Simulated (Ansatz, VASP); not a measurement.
# C in VASP and in Ansatz

File INCAR:

```
  ALGO = Normal
  EDIFF = 1E-7
  EDIFFG = -0.005
  ENCUT = 600
  GGA = PE
  IBRION = 2
  ISIF = 3
  ISMEAR = 0
  IVDW = 12
  LASPH = True
  LCHARG = False
  LREAL = False
  LWAVE = False
  NELM = 100
  NSW = 100
  PREC = Accurate
  SIGMA = 0.02
```

Contents of KPOINTS:

```
k-points
0
Gamma
  18 18 18
```

The input POSCAR:

```
C
1.0
    0.0000000000      2.1345566521      3.3995058141
    1.2324769541      0.0000000000      3.3995058141
    1.2324769541      2.1345566521      0.0000000000
C
2
Direct
    0.1667315844      0.8332684156      0.1667315844
    0.8332684156      0.1667315844      0.8332684156
```

Input for Ansatz:

```yaml
crystal:
  lattice:
    - [0.0, 2.1345566521, 3.3995058141]
    - [1.2324769541, 0.0, 3.3995058141]
    - [1.2324769541, 2.1345566521, 0.0]
  atoms:
    - { symbol: C, position: [0.1667315844, 0.8332684156, 0.1667315844] }
    - { symbol: C, position: [0.8332684156, 0.1667315844, 0.8332684156] }
basis:
  ecutwfc: 420
kpoints:
  mp_grid: { grid: [18, 18, 18] }
hamiltonian:
  xc: pbe
  dispersion: d3bj
scf:
  occupations: { method: gaussian, width: 0.02 }
output:
  forces: true
  stress: true
  eigenvalues: true
relax:
  adjacent_minimum: "off"
  f_tol: 0.005
  max_steps: 80
  cell: { stress_tol: 0.05 }
```

Alike in both runs: task relaxation of cell and atoms; functional PBE; dispersion D3(BJ); k mesh 18 × 18 × 18; occupations gaussian, width 0.02 eV; no spin polarisation.

|  | VASP | Ansatz |
| --- | --- | --- |
| version | VASP 6.6.1 | Ansatz 0.2.0 |
| potentials or method | VASP PAW PBE potentials, release 64 (C), cutoff 600 eV | scalar-relativistic, plane waves, PAW |
| valence electrons in the cell | 8 | 8 |

```tsv
	VASP	Ansatz	Ansatz less VASP
gap on the k mesh at the Fermi level, each at its own relaxed structure (eV)	0.08	0.07	-0.004
relaxed volume (Å³/atom)	8.86	8.92	+0.068
relaxed cell length with the largest relative difference (Å)	3.585	3.609	+0.0246
```
